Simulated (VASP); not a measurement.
# CuO (C2/c) in VASP: notebook

CuO is run at these levels: LDA; tasks: single point.

Everything below comes from runs of VASP 6.6.1. Logs are shortened: lines on timing, memory, paths and dates and some standing lists are left out, and cuts for length are marked.

### 1 The cell of the first run

Symmetry: C2/c, No. 15, monoclinic system. The conventional cell has a = 4.620 Å, b = 3.376 Å, c = 5.059 Å, α = 90.00°, β = 99.54°, γ = 90.00°. Within 2.6 Å of Cu (site symmetry -1) lie 4 O at 1.92 to 1.93 Å. O (site symmetry 2) has 4 Cu at 1.92 to 1.93 Å and 2 O at 2.59 Å within 2.6 Å.

### 2 Single point, LDA

INCAR reads:

```
PREC     = Accurate       # precision mode
ENCUT    = 520            # plane-wave cutoff, eV
EDIFF    = 1E-7           # SCF threshold, eV
ISMEAR   = -1             # smearing method
SIGMA    = 0.05           # smearing width, eV
LREAL    = False          # projectors in reciprocal space
LASPH    = True           # aspherical terms in the spheres
NELM     = 100            # most SCF steps
ALGO     = Normal         # electronic algorithm
ISIF     = 2              # what is computed and relaxed
LWAVE    = False          # write WAVECAR
LCHARG   = False          # write CHGCAR
NBANDS   = 25             # bands
```

KPOINTS reads:

```
regular mesh
0
Gamma
  10 10 5
```

POSCAR reads:

```
CuO
1.0
    2.3101994985     -1.6881714891      0.0000000000
    2.3101994985      1.6881714891      0.0000000000
   -0.8385391614      0.0000000000      4.9895114286
Cu O
2 2
Direct
    0.5000000000      0.0000000000      0.5000000000
    0.0000000000      0.5000000000      0.0000000000
    0.4184000000      0.5816000000      0.7500000000
    0.5816000000      0.4184000000      0.2500000000
```

Potentials or basis: VASP PAW LDA potentials, release 64 (Cu, O).

Started as:

```console
cat potpaw_LDA.64/Cu/POTCAR potpaw_LDA.64/O/POTCAR > POTCAR
mpirun -np 1 vasp_std > vasp.out
```

OUTCAR:

```text
PREC = Accurate
   ENCUT = 520
   EDIFF = 1E-7
   ISMEAR = -1
   LREAL = False
   LASPH = True
   NELM = 100
   ISIF = 2

 ion  position               nearest neighbor table
   1  0.500  0.000  0.500-   3 1.92   4 1.92   4 1.93   3 1.93
   2  0.000  0.500  0.000-   4 1.92   3 1.92   4 1.93   3 1.93
   3  0.418  0.582  0.750-   2 1.92   1 1.92   2 1.93   1 1.93
   4  0.582  0.418  0.250-   1 1.92   2 1.92   2 1.93   1 1.93

  LATTYP: Found a base centered monoclinic cell.
 ALAT       =     4.6203989970
 B/A-ratio  =     0.7307470589
 C/A-ratio  =     1.0950317057
 COS(beta)  =    -0.1657361228

  Lattice vectors:

 A1 = (   2.3101994985,  -1.6881714891,   0.0000000000)
 A2 = (   2.3101994985,   1.6881714891,   0.0000000000)
 A3 = (  -0.8385391614,   0.0000000000,   4.9895114286)

Analysis of symmetry for initial positions (statically):
=====================================================================
 Subroutine PRICEL returns:
 Original cell was already a primitive cell.

 Routine SETGRP: Setting up the symmetry group for a
 base centered monoclinic supercell.

 Subroutine GETGRP returns: Found  4 space group operations
 (whereof  2 operations were pure point group operations)
 out of a pool of  4 trial point group operations.

The static configuration has the point symmetry S_2 .
 The point group associated with its full space group is C_2h.

Analysis of symmetry for dynamics (positions and initial velocities):
=====================================================================
 Subroutine PRICEL returns:
 Original cell was already a primitive cell.

 Routine SETGRP: Setting up the symmetry group for a
 base centered monoclinic supercell.

 Subroutine GETGRP returns: Found  4 space group operations
 (whereof  2 operations were pure point group operations)
 out of a pool of  4 trial point group operations.

The dynamic configuration has the point symmetry S_2 .
 The point group associated with its full space group is C_2h.

 Subroutine INISYM returns: Found  4 space group operations
 (whereof  2 operations are pure point group operations),
 and found     1 'primitive' translations

----------------------------------------------------------------------------------------

                                     Primitive cell

  volume of cell :      38.9183

  direct lattice vectors                    reciprocal lattice vectors
     2.310199498 -1.688171489  0.000000000     0.216431525 -0.296178441  0.036373563
     2.310199498  1.688171489  0.000000000     0.216431525  0.296178441  0.036373563
    -0.838539161  0.000000000  4.989511429     0.000000000  0.000000000  0.200420425

  length of vectors
     2.861283750  2.861283750  5.059483395     0.368628960  0.368628960  0.200420425

  position of ions in fractional coordinates (direct lattice)
     0.500000000  0.000000000  0.500000000
     0.000000000  0.500000000  0.000000000
     0.418400000  0.581600000  0.750000000
     0.581600000  0.418400000  0.250000000

  ion indices of the primitive-cell ions
   primitive index   ion index
                 1           1
                 2           2
                 3           3
                 4           4

----------------------------------------------------------------------------------------

 KPOINTS: regular mesh

Automatic generation of k-mesh.
 Grid dimensions read from file:
 generate k-points for:   10   10    5

 Generating k-lattice:

  Cartesian coordinates                     Fractional coordinates (reciprocal lattice)
     0.021643152 -0.029617844  0.003637356     0.100000000  0.000000000  0.000000000
     0.021643152  0.029617844  0.003637356     0.000000000  0.100000000  0.000000000
     0.000000000  0.000000000  0.040084085     0.000000000  0.000000000  0.200000000

  Length of vectors
     0.036862896  0.036862896  0.040084085

  Shift w.r.t. Gamma in fractional coordinates (k-lattice)
     0.000000000  0.000000000  0.000000000

 Subroutine IBZKPT returns following result:
 ===========================================

 Found    141 irreducible k-points:

 Following reciprocal coordinates:
            Coordinates               Weight
  0.000000  0.000000  0.000000      1.000000
  0.100000  0.000000  0.000000      4.000000
  0.200000  0.000000  0.000000      4.000000
  0.300000  0.000000  0.000000      4.000000
  0.400000  0.000000  0.000000      4.000000
  0.500000  0.000000  0.000000      2.000000
[... 16 lines left out ...]
  0.300000  0.300000  0.000000      2.000000
  0.400000  0.300000  0.000000      4.000000
 [... further k-points ...]
   k-points           NKPTS =    141   k-points in BZ     NKDIM =    141   number of bands    NBANDS=     25
   number of dos      NEDOS =    301   number of ions     NIONS =      4
   total plane-waves  NPLWV =  23040
   dimension x,y,z NGX =    24 NGY =   24 NGZ =   40
   dimension x,y,z NGXF=    48 NGYF=   48 NGZF=   80
   ions per type =               2   2
   NGX,Y,Z   is equivalent  to a cutoff of  13.94, 13.94, 13.14 a.u.
   NGXF,Y,Z  is equivalent  to a cutoff of  27.89, 27.89, 26.29 a.u.
 SYSTEM =  unknown system
   PREC   = accura    normal or accurate (medium, high low for compatibility)
   ISTART =      0    job   : 0-new  1-cont  2-samecut
   ICHARG =      2    charge: 1-file 2-atom 10-const
   ISPIN  =      1    spin polarized calculation?
   LNONCOLLINEAR =      F non collinear calculations
   LSORBIT =      F    spin-orbit coupling
   LASPH  =      T    aspherical Exc in radial PAW
   ENCUT  =  520.0 eV  38.22 Ry    6.18 a.u.   5.32  5.32  9.41*2*pi/ulx,y,z
   NELM   =    100;   NELMIN=  2; NELMDL= -5     # of ELM steps
   EDIFF  = 0.1E-06   stopping-criterion for ELM
   LREAL  =      F    real-space projection
   EDIFFG = 0.1E-05   stopping-criterion for IOM
   NSW    =      0    number of steps for IOM
   IBRION =     -1    ionic relax: 0-MD 1-quasi-New 2-CG
   NFREE  =      0    steps in history (QN), initial steepest desc. (CG)
   ISIF   =      2    stress and relaxation
   ISYM   =      2    0-nonsym 1-usesym 2-fastsym
   POTIM  = 0.5000    time-step for ionic-motion
   TEBEG  =    0.0;   TEEND  =   0.0 temperature during run
   PSTRESS=    0.0 pullay stress
   NELECT =      34.0000    total number of electrons
   NUPDOWN=      -1.0000    fix difference up-down
   EMIN   =  10.00;   EMAX   =-10.00  energy-range for DOS
   EFERMI =   0.00;   METHOD = LEGACY
   ISMEAR =    -1;   SIGMA  =   0.05  broadening in eV -4-tet -1-fermi 0-gaus
   EFERMI_NEDOS =   21; number of points for ismear=-14 and -15
   IALGO  =     38    algorithm
   IMIX   =      4    mixing-type and parameters
     AMIX     =   0.40;   BMIX     =  1.00
     AMIX_MAG =   1.60;   BMIX_MAG =  1.00
  volume/ion in A,a.u.               =       9.73        65.66
  Fermi-wavevector in a.u.,A,eV,Ry     =   1.565008  2.957436 33.324052  2.449249
  Thomas-Fermi vector in A             =   2.667547
   LORBIT       =      0    0 simple, 1 ext, 2 COOP (PROOUT), +10 PAW based schemes
   GGA     = CA    functional components
   LHFCALC =     F    Hartree Fock is set to
   AEXX    =    0.0000 exact exchange contribution
   IVDW    =     0    specifies the selected vdW correction
   LEPSILON=     F    determine dielectric tensor
   LRPA    =     F    only Hartree local field effects (RPA)
 non-spin polarized calculation
  energy-cutoff  :      520.00
  volume of cell :       38.92
 maximum number of plane-waves:      1071
 NGX is ok and might be reduce to    24
   NGX = 11   NGY = 11   NGZ = 19

 number of electron      33.9999986 magnetization

 Free energy of the ion-electron system (eV)
  ---------------------------------------------------
  ext. energy  EPLUGINS =         0.00000000
  ---------------------------------------------------
  free energy    TOTEN  =       -23.20613900 eV

  energy without entropy =      -23.18737136  energy(sigma->0) =      -23.19675518

 E-fermi :   5.9590     XC(G=0): -12.6661

 val. band max:        5.9584195081   @ k =  -0.4000   0.2000   0.4000
 cond. band min:       5.9623889425   @ k =  -0.1000  -0.0000   0.4000
 fundamental gap:      0.0039694344
 Fermi energy:         5.9590205707

 k-point     1 :       0.0000    0.0000    0.0000
  band No.  band energies     occupation
      1     -14.0639      2.00000
      2     -12.5480      2.00000
      3      -2.6637      2.00000
      4       0.0498      2.00000
      5       0.4699      2.00000
      6       2.4107      2.00000
[... 17 lines left out ...]
     24      22.3815      0.00000
     25      22.7897      0.00000

 k-point     2 :       0.1000    0.0000    0.0000
  band No.  band energies     occupation
      1     -13.9872      2.00000
      2     -12.5245      2.00000
      3      -2.5479      2.00000
      4       0.0327      2.00000
      5       0.4397      2.00000
      6       1.6335      2.00000
[... 17 lines left out ...]
     24      21.9948      0.00000
     25      23.0796      0.00000

 k-point     3 :       0.2000    0.0000    0.0000
  band No.  band energies     occupation
      1     -13.7783      2.00000
      2     -12.4620      2.00000
      3      -2.2376      2.00000
      4      -0.0318      2.00000
      5       0.3004      2.00000
      6       0.5709      2.00000
[... 17 lines left out ...]
     24      21.0859      0.00000
     25      22.6279      0.00000

 k-point     4 :       0.3000    0.0000    0.0000
  band No.  band energies     occupation
      1     -13.5009      2.00000
      2     -12.3831      2.00000
      3      -1.8446      2.00000
      4      -0.6607      2.00000
      5      -0.1077      2.00000
      6       0.4442      2.00000
[... 17 lines left out ...]
     24      19.9811      0.00000
     25      22.2061      0.00000
[... 477 lines left out ...]
 k-point    22 :      -0.2000    0.2000    0.0000
  band No.  band energies     occupation
      1     -13.4368      2.00000
      2     -12.3531      2.00000
      3      -1.7426      2.00000
      4      -0.1514      2.00000
      5      -0.1412      2.00000
      6       0.2071      2.00000
[... 17 lines left out ...]
     24      19.8729      0.00000
     25      20.2390      0.00000

 k-point    23 :       0.3000    0.3000    0.0000
  band No.  band energies     occupation
      1     -13.1586      2.00000
      2     -12.3359      2.00000
      3      -1.2459      2.00000
      4      -0.7169      2.00000
      5       0.3042      2.00000
      6       0.3264      2.00000
[... 17 lines left out ...]
     24      20.6880      0.00000
     25      20.9824      0.00000

 k-point    24 :       0.4000    0.3000    0.0000
  band No.  band energies     occupation
      1     -12.9399      2.00000
      2     -12.2850      2.00000
      3      -1.2495      2.00000
      4      -0.9395      2.00000
      5       0.0799      2.00000
      6       0.2785      2.00000
[... 17 lines left out ...]
     24      19.4934      0.00000
     25      20.4841      0.00000

 [... further k-points ...]

------------------------ aborting loop because EDIFF is reached ----------------------------------------

  FORCE on cell =-STRESS in cart. coord.  units (eV):
  Direction    XX          YY          ZZ          XY          YZ          ZX
  --------------------------------------------------------------------------------------
  -------------------------------------------------------------------------------------
  Total       -0.4583366      0.1250043     -0.6648044      0.0000000      0.0000000     -0.1944767
  in kB      -18.8686616      5.1461396    -27.3684632      0.0000000      0.0000000     -8.0061553
  external PRESSURE =     -13.6969951 kB  Pullay stress =       0.0000000 kB

 VOLUME and BASIS-vectors are now :
 -----------------------------------------------------------------------------
  energy-cutoff  :      520.00
  volume of cell :       38.92
      direct lattice vectors                 reciprocal lattice vectors
     2.310199498 -1.688171489  0.000000000     0.216431525 -0.296178441  0.036373563
     2.310199498  1.688171489  0.000000000     0.216431525  0.296178441  0.036373563
    -0.838539161  0.000000000  4.989511429     0.000000000  0.000000000  0.200420425

 POSITION                                       TOTAL-FORCE (eV/Angst)
 -----------------------------------------------------------------------------------
      0.73583     -0.84409      2.49476        -0.000000      0.000000      0.000000
      1.15510      0.84409      0.00000        -0.000000      0.000000      0.000000
      1.68130      0.27551      3.74213         0.000000     -0.293921      0.000000
      2.10056     -0.27551      1.24738        -0.000000      0.293921      0.000000
 -----------------------------------------------------------------------------------
    total drift:                                0.000000      0.000000     -0.000000

  FREE ENERGIE OF THE ION-ELECTRON SYSTEM (eV)
  ---------------------------------------------------
  free  energy   TOTEN  =       -23.2061390033 eV

  energy  without entropy=      -23.1873713644  energy(sigma->0) =      -23.19675518
```

It took 1.9 min on 1 thread of Intel Xeon Platinum 8259CL at 2.50GHz (Skylake/Cascade Lake), shared host; peak memory 0.22 GiB.

What came out:

| Quantity | Value |
| --- | --- |
| Free energy | -23.2061 eV |
| Pressure | -1.4 GPa |
| Largest force | 0.294 eV/Å |
| Band gap on the k mesh | zero (bands 17 and 18 overlap by 0.61 eV) |

Forces in eV/Å, atoms in the order of the input:
```
Cu   0.000  0.000  0.000
Cu   0.000  0.000  0.000
O    0.000 -0.294  0.000
O    0.000  0.294  0.000
```

Stress tensor (GPa, compression positive):
```
-1.89  0.00 -0.80
 0.00  0.51  0.00
-0.80  0.00 -2.74
```

Levels at points of the mesh, in eV from the Fermi level:
```tsv
k point	band 15	band 16	band 17	band 18	band 19	band 20
(0.00, 0.00, 0.00)	-2.29	-1.74	0.23	0.99	1.91	6.03
(0.50, 0.00, 0.00)	-1.59	-1.49	0.00	0.25	4.75	6.43
(0.50, 0.50, 0.00)	-1.73	-1.28	-0.68	1.11	3.15	7.15
```

Caveat: semilocal functionals often make such compounds metallic where correlation or magnetic order opens a gap, which also shifts bond lengths. With open d or f shells a metallic result of LDA can be an artefact of self-interaction; +U or a hybrid may open a gap.

### 3 Single point, LDA

This run uses another cell than the first one, of 9.93 Å³/atom.

INCAR reads:

```
  ALGO = Normal
  EDIFF = 1E-6
  ENCUT = 520
  GGA = CA
  ISIF = 2
  ISMEAR = -1
  LASPH = T
  LCHARG = T
  LELF = T
  LREAL = F
  LVHAR = T
  LWAVE = F
  NBANDS = 25
  NELM = 80
  PREC = Accurate
  SIGMA = 0.05
```

KPOINTS reads:

```
k-points
0
Gamma
  10 10 5
```

POSCAR reads:

```
CuO
1.0
    2.3261324123     -1.6998144190      0.0000000000
    2.3261324123      1.6998144190      0.0000000000
   -0.8443223728      0.0000000000      5.0239229397
Cu O
2 2
Direct
    0.5000000000      0.0000000000      0.5000000000
    0.0000000000      0.5000000000      0.0000000000
    0.4184000000      0.5816000000      0.7500000000
    0.5816000000      0.4184000000      0.2500000000
```

Potentials or basis: VASP PAW LDA potentials, release 64 (Cu, O).

Started as:

```console
cat potpaw_LDA.64/Cu/POTCAR potpaw_LDA.64/O/POTCAR > POTCAR
mpirun -np 1 vasp_std > vasp.out
```

Run time: 1.7 min. Hardware: 1 thread of Intel Xeon Platinum 8259CL at 2.50GHz (Skylake/Cascade Lake), shared host; peak memory 0.23 GiB.

Results (log left out):

- Free energy: -23.1902 eV
- Pressure: -5.3 GPa
- Largest force: 0.363 eV/Å
- Band gap on the k mesh: zero (bands 17 and 18 overlap by 0.61 eV)

Forces in eV/Å, atoms in the order of the input:
```
Cu   0.000  0.000  0.000
Cu   0.000  0.000  0.000
O    0.000 -0.363  0.000
O    0.000  0.363  0.000
```

Stress tensor (GPa, compression positive):
```
-5.97  0.00 -0.26
 0.00 -2.49  0.00
-0.26  0.00 -7.35
```

Levels at points of the mesh, in eV from the Fermi level:
```csv
k point,band 14,band 15,band 16,band 17,band 18,band 19,band 20,band 21
"(0.00, 0.00, 0.00)",-2.29,-2.23,-1.69,0.23,0.97,1.83,6.01,8.22
"(0.50, 0.00, 0.00)",-1.63,-1.53,-1.45,0.00,0.25,4.76,6.35,7.00
"(0.50, 0.50, 0.00)",-2.20,-1.71,-1.24,-0.66,1.09,3.21,7.07,8.46
```

Caveat: the cell stands under tension; semilocal functionals often make such compounds metallic where correlation or magnetic order opens a gap, which also shifts bond lengths. With open d or f shells a metallic result of LDA can be an artefact of self-interaction; +U or a hybrid may open a gap.

### 4 Single point, LDA

This run uses another cell than the first one, of 10.13 Å³/atom.

INCAR reads:

```
SYSTEM = CuO
PREC = Accurate
ENCUT = 520
EDIFF = 1E-6
ISMEAR = -1
SIGMA = 0.05
LREAL = .False.
LASPH = .True.
NELM = 100
ALGO = Normal
ISIF = 2
LWAVE = .False.
LCHARG = .True.
GGA = CA
LELF = .True.
LVHAR = .True.
NBANDS = 25
```

KPOINTS reads:

```
regular mesh
0
Gamma
  10 10 5
  0 0 0
```

POSCAR reads:

```
CuO
1.0
    2.3418500000     -1.7113000000      0.0000000000
    2.3418500000      1.7113000000      0.0000000000
   -0.8500274268      0.0000000000      5.0578693947
Cu O
2 2
Direct
    0.5000000000      0.0000000000      0.5000000000
    0.0000000000      0.5000000000      0.0000000000
    0.4184000000      0.5816000000      0.7500000000
    0.5816000000      0.4184000000      0.2500000000
```

Started as:

```console
cat potpaw_LDA.64/Cu/POTCAR potpaw_LDA.64/O/POTCAR > POTCAR
mpirun -np 1 vasp_std > vasp.out
```

It took 2.1 min on 1 thread of Intel Xeon Platinum 8259CL at 2.50GHz (Skylake/Cascade Lake), shared host; peak memory 0.23 GiB.

Results (log left out):

```yaml
Free_energy: -23.1555 eV
Pressure: -8.7 GPa
Largest_force: 0.426 eV/Å
Band_gap_on_the_k_mesh: zero (bands 17 and 18 overlap by 0.61 eV)
```

Forces in eV/Å, atoms in the order of the input:
```
Cu   0.000  0.000  0.000
Cu   0.000  0.000  0.000
O    0.000 -0.426  0.000
O    0.000  0.426  0.000
```

Stress tensor (GPa, compression positive):
```
 -9.60   0.00   0.22
  0.00  -5.17   0.00
  0.22   0.00 -11.45
```

Levels at points of the mesh, in eV from the Fermi level:
```
           k point  band 14  band 15  band 16  band 17  band 18  band 19  band 20  band 21
(0.00, 0.00, 0.00)    -2.22    -2.16    -1.64     0.23     0.95     1.75     5.98     8.10
(0.50, 0.00, 0.00)    -1.59    -1.48    -1.41     0.00     0.25     4.77     6.26     6.91
(0.50, 0.50, 0.00)    -2.13    -1.69    -1.21    -0.64     1.07     3.27     6.99     8.43
```

Caveat: the cell stands under tension; semilocal functionals often make such compounds metallic where correlation or magnetic order opens a gap, which also shifts bond lengths. With open d or f shells a metallic result of LDA can be an artefact of self-interaction; +U or a hybrid may open a gap.

### 5 The runs side by side

```tsv
cell	gap on the mesh (eV)	pressure (GPa)	largest force (eV/Å)
a = 2.861, b = 2.861, c = 5.059 Å, angles 97.7, 97.7, 72.3°, 4 atoms	none	-1.4	0.29
a = 2.881, b = 2.881, c = 5.094 Å, angles 97.7, 97.7, 72.3°, 4 atoms	none	-5.3	0.36
a = 2.900, b = 2.900, c = 5.129 Å, angles 97.7, 97.7, 72.3°, 4 atoms	none	-8.7	0.43
```

Alike in all rows: task single point; level LDA; potentials or basis VASP PAW LDA potentials, release 64 (Cu, O); no spin polarisation; k mesh 10 × 10 × 5; cutoff (eV) 520; smearing fermi-dirac 0.05 eV.

Caveats: semilocal functionals often make such compounds metallic where correlation or magnetic order opens a gap, which also shifts bond lengths; the cell stands under tension (at least some runs).

Total energies depend on the potentials used, so only differences within one code and one set of settings carry meaning.
